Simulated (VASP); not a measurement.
# KCdCO3F (P1) in VASP: single point with PBE

Aim: the single point of KCdCO3F with PBE.

Everything below comes from runs of VASP 6.6.1. Logs are shortened: lines on timing, memory, paths and dates and some standing lists are left out, and cuts for length are marked.

### 1 The cell of the first run

The typed cell holds 14 atoms: a = 5.238 Å, b = 5.238 Å, c = 9.023 Å, α = 90.00°, β = 90.00°, γ = 120.00°.

### 2 Single point, PBE

INCAR

```
SYSTEM = KCdCO3F
ALGO     = Normal         ! electronic algorithm
EDIFF    = 1E-6           ! SCF threshold, eV
ENCUT    = 520            ! plane-wave cutoff, eV
GGA      = PE             ! functional
GGA_COMPAT= .False.      
ISIF     = 2              ! what is computed and relaxed
ISMEAR   = -1             ! smearing method
LASPH    = .True.         ! aspherical terms in the spheres
LCHARG   = .True.         ! write CHGCAR
LELF     = .True.         ! ELF
LREAL    = .False.        ! projectors in reciprocal space
LVHAR    = .True.       
LWAVE    = .False.        ! write WAVECAR
NBANDS   = 71             ! bands
NELM     = 120            ! most SCF steps
PREC     = Accurate       ! precision mode
SIGMA    = 0.05           ! smearing width, eV
```

KPOINTS

```
k-points
0
Gamma
  2 2 1
  0 0 0
```

POSCAR

```
KCdCO3F
1.0
    5.2375980000      0.0000000000      0.0000000000
   -2.6187990000      4.5358930000      0.0000000000
    0.0000000000      0.0000000000      9.0229200000
K Cd C O F
2 2 2 6 2
Direct
    0.5590626921      0.1724247023      0.5283212087
    0.6142059480      0.1699114155      0.0210131532
   -0.0143323932      0.0645076945      0.2166482691
   -0.0856209878     -0.0805133631      0.7383862430
    0.3321871927      0.7490696981      0.2147641783
    0.2922045950      0.5757410944      0.7254081827
    0.4664430491      1.0296098255      0.2693584782
    0.5004916798      0.6298208534      0.1893954507
    0.0564432772      0.5956269251      0.1908029773
    0.0100926812      0.3969229433      0.7496575388
    0.4429372196      0.4467036590      0.7069773421
    0.4023523915      0.8468233267      0.7393172055
   -0.1546398849     -0.1504665123      0.4889215465
   -0.0079711204     -0.0076941850     -0.0379810527
```

Potentials or basis: VASP PAW PBE potentials, release 64 (K_sv, Cd_sv_GW, C, O, F).

Command:

```bash
$ cat potpaw_PBE.64/K_sv/POTCAR potpaw_PBE.64/Cd_sv_GW/POTCAR potpaw_PBE.64/C/POTCAR potpaw_PBE.64/O/POTCAR potpaw_PBE.64/F/POTCAR > POTCAR
$ mpirun -np 1 vasp_std > vasp.out
```

OUTCAR:

```text
SYSTEM = KCdCO3F
   EDIFF = 1E-6
   ENCUT = 520
   GGA = PE
   ISIF = 2
   ISMEAR = -1
   LASPH = .True.
   LREAL = .False.
   NELM = 120
   PREC = Accurate

 ion  position               nearest neighbor table
   1  0.559  0.172  0.528-  12 2.41   7 2.43  11 2.43  13 2.79  10 2.86
   2  0.614  0.170  0.021-   7 2.36   5 2.62  14 2.63   9 2.74   3 2.88
   3  0.986  0.065  0.217-   2 2.88
   4  0.914  0.919  0.738-  14 2.06  13 2.28  10 2.29
   5  0.332  0.749  0.215-   9 1.27   8 1.33   7 1.36   2 2.62
   6  0.292  0.576  0.725-  12 1.24  11 1.28  10 1.31
   7  0.466  0.030  0.269-   5 1.36   2 2.36   1 2.43
   8  0.500  0.630  0.189-   5 1.33
   9  0.056  0.596  0.191-   5 1.27   2 2.74
  10  0.010  0.397  0.750-   6 1.31   4 2.29   1 2.86
  11  0.443  0.447  0.707-   6 1.28   1 2.43
  12  0.402  0.847  0.739-   6 1.24   1 2.41
  13  0.845  0.850  0.489-   4 2.28   1 2.79
  14  0.992  0.992  0.962-   4 2.06   2 2.63

  LATTYP: Found a hexagonal cell.
 ALAT       =     5.2375980000
 C/A-ratio  =     1.7227209878

  Lattice vectors:

 A1 = (   5.2375980000,   0.0000000000,   0.0000000000)
 A2 = (  -2.6187990000,   4.5358930000,   0.0000000000)
 A3 = (   0.0000000000,   0.0000000000,   9.0229200000)

Analysis of symmetry for initial positions (statically):
=====================================================================
 Subroutine PRICEL returns:
 Original cell was already a primitive cell.

 Routine SETGRP: Setting up the symmetry group for a
 hexagonal supercell.

 Subroutine GETGRP returns: Found  1 space group operations
 (whereof  1 operations were pure point group operations)
 out of a pool of 24 trial point group operations.

The static configuration has the point symmetry C_1 .

Analysis of symmetry for dynamics (positions and initial velocities):
=====================================================================
 Subroutine PRICEL returns:
 Original cell was already a primitive cell.

 Routine SETGRP: Setting up the symmetry group for a
 hexagonal supercell.

 Subroutine GETGRP returns: Found  1 space group operations
 (whereof  1 operations were pure point group operations)
 out of a pool of 24 trial point group operations.

The dynamic configuration has the point symmetry C_1 .

 Subroutine INISYM returns: Found  1 space group operations
 (whereof  1 operations are pure point group operations),
 and found     1 'primitive' translations

----------------------------------------------------------------------------------------

                                     Primitive cell

  volume of cell :     214.3592

  direct lattice vectors                    reciprocal lattice vectors
     5.237598000  0.000000000  0.000000000     0.190927215  0.110231877  0.000000000
    -2.618799000  4.535893000  0.000000000     0.000000000  0.220463754  0.000000000
     0.000000000  0.000000000  9.022920000     0.000000000  0.000000000  0.110828867

  length of vectors
     5.237598000  5.237598067  9.022920000     0.220463757  0.220463754  0.110828867

  position of ions in fractional coordinates (direct lattice)
     0.559062692  0.172424702  0.528321209
     0.614205948  0.169911416  0.021013153
     0.985667607  0.064507695  0.216648269
     0.914379012  0.919486637  0.738386243
     0.332187193  0.749069698  0.214764178
     0.292204595  0.575741094  0.725408183
     0.466443049  0.029609826  0.269358478
     0.500491680  0.629820853  0.189395451
     0.056443277  0.595626925  0.190802977
     0.010092681  0.396922943  0.749657539
     0.442937220  0.446703659  0.706977342
     0.402352392  0.846823327  0.739317206
     0.845360115  0.849533488  0.488921547
     0.992028880  0.992305815  0.962018947

  ion indices of the primitive-cell ions
   primitive index   ion index
                 1           1
                 2           2
                 3           3
                 4           4
                 5           5
                 6           6
                 7           7
                 8           8
                 9           9
                10          10
                11          11
                12          12
                13          13
                14          14

----------------------------------------------------------------------------------------

 KPOINTS: k-points

Automatic generation of k-mesh.
 Grid dimensions read from file:
 generate k-points for:    2    2    1

 Generating k-lattice:

  Cartesian coordinates                     Fractional coordinates (reciprocal lattice)
     0.095463608  0.055115939  0.000000000     0.500000000 -0.000000000  0.000000000
     0.000000000  0.110231877  0.000000000     0.000000000  0.500000000  0.000000000
     0.000000000  0.000000000  0.110828867     0.000000000  0.000000000  1.000000000

  Length of vectors
     0.110231879  0.110231877  0.110828867

  Shift w.r.t. Gamma in fractional coordinates (k-lattice)
     0.000000000  0.000000000  0.000000000

 Subroutine IBZKPT returns following result:
 ===========================================

 Found      4 irreducible k-points:

 Following reciprocal coordinates:
            Coordinates               Weight
  0.000000  0.000000  0.000000      1.000000
  0.500000  0.000000  0.000000      1.000000
  0.000000  0.500000  0.000000      1.000000
  0.500000  0.500000  0.000000      1.000000
   k-points           NKPTS =      4   k-points in BZ     NKDIM =      4   number of bands    NBANDS=     71
   number of dos      NEDOS =    301   number of ions     NIONS =     14
   total plane-waves  NPLWV = 112000
   dimension x,y,z NGX =    40 NGY =   40 NGZ =   70
   dimension x,y,z NGXF=    80 NGYF=   80 NGZF=  140
   ions per type =               2   2   2   6   2
   NGX,Y,Z   is equivalent  to a cutoff of  12.70, 12.70, 12.90 a.u.
   NGXF,Y,Z  is equivalent  to a cutoff of  25.39, 25.39, 25.79 a.u.
 SYSTEM =  KCdCO3F
   PREC   = accura    normal or accurate (medium, high low for compatibility)
   ISTART =      0    job   : 0-new  1-cont  2-samecut
   ICHARG =      2    charge: 1-file 2-atom 10-const
   ISPIN  =      1    spin polarized calculation?
   LNONCOLLINEAR =      F non collinear calculations
   LSORBIT =      F    spin-orbit coupling
   LASPH  =      T    aspherical Exc in radial PAW
   ENCUT  =  520.0 eV  38.22 Ry    6.18 a.u.   9.74  9.74 16.78*2*pi/ulx,y,z
   NELM   =    120;   NELMIN=  2; NELMDL= -5     # of ELM steps
   EDIFF  = 0.1E-05   stopping-criterion for ELM
   LREAL  =      F    real-space projection
   EDIFFG = 0.1E-04   stopping-criterion for IOM
   NSW    =      0    number of steps for IOM
   IBRION =     -1    ionic relax: 0-MD 1-quasi-New 2-CG
   NFREE  =      0    steps in history (QN), initial steepest desc. (CG)
   ISIF   =      2    stress and relaxation
   ISYM   =      2    0-nonsym 1-usesym 2-fastsym
   POTIM  = 0.5000    time-step for ionic-motion
   TEBEG  =    0.0;   TEEND  =   0.0 temperature during run
   PSTRESS=    0.0 pullay stress
   NELECT =     116.0000    total number of electrons
   NUPDOWN=      -1.0000    fix difference up-down
   EMIN   =  10.00;   EMAX   =-10.00  energy-range for DOS
   EFERMI =   0.00;   METHOD = LEGACY
   ISMEAR =    -1;   SIGMA  =   0.05  broadening in eV -4-tet -1-fermi 0-gaus
   EFERMI_NEDOS =   21; number of points for ismear=-14 and -15
   IALGO  =     38    algorithm
   IMIX   =      4    mixing-type and parameters
     AMIX     =   0.40;   BMIX     =  1.00
     AMIX_MAG =   1.60;   BMIX_MAG =  1.00
  volume/ion in A,a.u.               =      15.31       103.33
  Fermi-wavevector in a.u.,A,eV,Ry     =   1.334075  2.521036 24.215040  1.779755
  Thomas-Fermi vector in A             =   2.462884
   LORBIT       =      0    0 simple, 1 ext, 2 COOP (PROOUT), +10 PAW based schemes
   GGA     = PE    functional components
   LHFCALC =     F    Hartree Fock is set to
   AEXX    =    0.0000 exact exchange contribution
   IVDW    =     0    specifies the selected vdW correction
   LEPSILON=     F    determine dielectric tensor
   LRPA    =     F    only Hartree local field effects (RPA)
 non-spin polarized calculation
  energy-cutoff  :      520.00
  volume of cell :      214.36
 maximum number of plane-waves:      5806
 NGX is ok and might be reduce to    40
   NGX = 19   NGY = 19   NGZ = 33

 number of electron     116.0000007 magnetization

 Free energy of the ion-electron system (eV)
  ---------------------------------------------------
  ext. energy  EPLUGINS =         0.00000000
  ---------------------------------------------------
  free energy    TOTEN  =       -77.10143156 eV

  energy without entropy =      -77.10126974  energy(sigma->0) =      -77.10135065

 E-fermi :   1.0987     XC(G=0):  -8.9952

 val. band max:        0.6789773225   @ k =   0.0000   0.0000   0.0000
 cond. band min:       1.4974806124   @ k =   0.0000   0.0000   0.0000
 fundamental gap:      0.8185032899
 Fermi energy:         1.0986929622

 k-point     1 :       0.0000    0.0000    0.0000
  band No.  band energies     occupation
      1    -101.2813      2.00000
      2     -99.9459      2.00000
      3     -62.4093      2.00000
      4     -62.3655      2.00000
      5     -62.3204      2.00000
      6     -61.0987      2.00000
[... 62 lines left out ...]
     69       9.5094      0.00000
     70       9.6721      0.00000

 k-point     2 :       0.5000    0.0000    0.0000
  band No.  band energies     occupation
      1    -101.2813      2.00000
      2     -99.9459      2.00000
      3     -62.4092      2.00000
      4     -62.3654      2.00000
      5     -62.3204      2.00000
      6     -61.0986      2.00000
[... 62 lines left out ...]
     69       9.1428      0.00000
     70       9.6070      0.00000

 k-point     3 :       0.0000    0.5000    0.0000
  band No.  band energies     occupation
      1    -101.2813      2.00000
      2     -99.9459      2.00000
      3     -62.4093      2.00000
      4     -62.3654      2.00000
      5     -62.3203      2.00000
      6     -61.0987      2.00000
[... 62 lines left out ...]
     69       9.3635      0.00000
     70       9.7019      0.00000

 k-point     4 :       0.5000    0.5000    0.0000
  band No.  band energies     occupation
      1    -101.2813      2.00000
      2     -99.9459      2.00000
      3     -62.4092      2.00000
      4     -62.3653      2.00000
      5     -62.3205      2.00000
      6     -61.0986      2.00000
[... 62 lines left out ...]
     69       9.3719      0.00000
     70       9.5338      0.00000
 [bands above 70 left out]

------------------------ aborting loop because EDIFF is reached ----------------------------------------

  FORCE on cell =-STRESS in cart. coord.  units (eV):
  Direction    XX          YY          ZZ          XY          YZ          ZX
  --------------------------------------------------------------------------------------
  -------------------------------------------------------------------------------------
  Total        2.7576510     -2.9659420      6.4369153     -0.5251373     -3.2235009     -0.4374525
  in kB       20.6114154    -22.1682378     48.1112131     -3.9250152    -24.0933013     -3.2696359
  external PRESSURE =      15.5181302 kB  Pullay stress =       0.0000000 kB

 VOLUME and BASIS-vectors are now :
 -----------------------------------------------------------------------------
  energy-cutoff  :      520.00
  volume of cell :      214.36
      direct lattice vectors                 reciprocal lattice vectors
     5.237598000  0.000000000  0.000000000     0.190927215  0.110231877  0.000000000
    -2.618799000  4.535893000  0.000000000     0.000000000  0.220463754  0.000000000
     0.000000000  0.000000000  9.022920000     0.000000000  0.000000000  0.110828867

 POSITION                                       TOTAL-FORCE (eV/Angst)
 -----------------------------------------------------------------------------------
      2.47660      0.78210      4.76700         0.324102      0.774216     -0.412542
      2.77200      0.77070      0.18960        -0.640104      1.292730     -2.499980
      4.99360      0.29260      1.95480         0.622846     -0.948621      0.917165
      2.38120      4.17069      6.66240         0.167454     -0.517338     -1.607956
     -0.22180      3.39770      1.93780         2.086316     -0.121024      1.297546
      0.02270      2.61150      6.54530        -0.703656     -3.712428      1.371522
      2.36550      0.13431      2.43040        -0.891456     -2.399704     -1.082999
      0.97200      2.85680      1.70890        -0.952333      1.176883      0.151307
     -1.26420      2.70170      1.72160        -0.541584     -0.029820      0.267365
     -0.98660      1.80040      6.76410        -0.974101      0.267943     -0.565196
      1.15010      2.02620      6.37900         1.278026      0.734964      0.021433
     -0.11030      3.84110      6.67080        -0.474127      2.510937      0.497638
      2.20290      3.85339      4.41150         0.400272      0.756508     -0.313372
      2.59720      4.50099      8.68022         0.298347      0.214752      1.958068
 -----------------------------------------------------------------------------------
    total drift:                               -0.001274      0.000075      0.003390

  FREE ENERGIE OF THE ION-ELECTRON SYSTEM (eV)
  ---------------------------------------------------
  free  energy   TOTEN  =       -77.1014315609 eV

  energy  without entropy=      -77.1012697417  energy(sigma->0) =      -77.10135065
```

Wall time 93 s (1 thread of Intel Xeon 6975P-C (Granite Rapids), shared host); peak memory 0.36 GiB.

Results:

* Free energy: -77.1014 eV
* Pressure: 1.6 GPa
* Largest force: 4.020 eV/Å
* Band gap on the k mesh: 0.82 eV

Forces on the atoms (eV/Å):
```
K    0.324  0.774 -0.413
K   -0.640  1.293 -2.500
Cd   0.623 -0.949  0.917
Cd   0.167 -0.517 -1.608
C    2.086 -0.121  1.298
C   -0.704 -3.712  1.372
O   -0.891 -2.400 -1.083
O   -0.952  1.177  0.151
O   -0.542 -0.030  0.267
O   -0.974  0.268 -0.565
O    1.278  0.735  0.021
O   -0.474  2.511  0.498
F    0.400  0.757 -0.313
F    0.298  0.215  1.958
```

Stress tensor (GPa, compression positive):
```
 2.06 -0.39 -0.33
-0.39 -2.22 -2.41
-0.33 -2.41  4.81
```

Caveat: the k points lie up to 0.70 Å⁻¹ apart; the atoms stand as in a frame of molecular dynamics; forces of over 1 eV/Å act on the atoms, so gaps and moduli don't describe the material at rest.
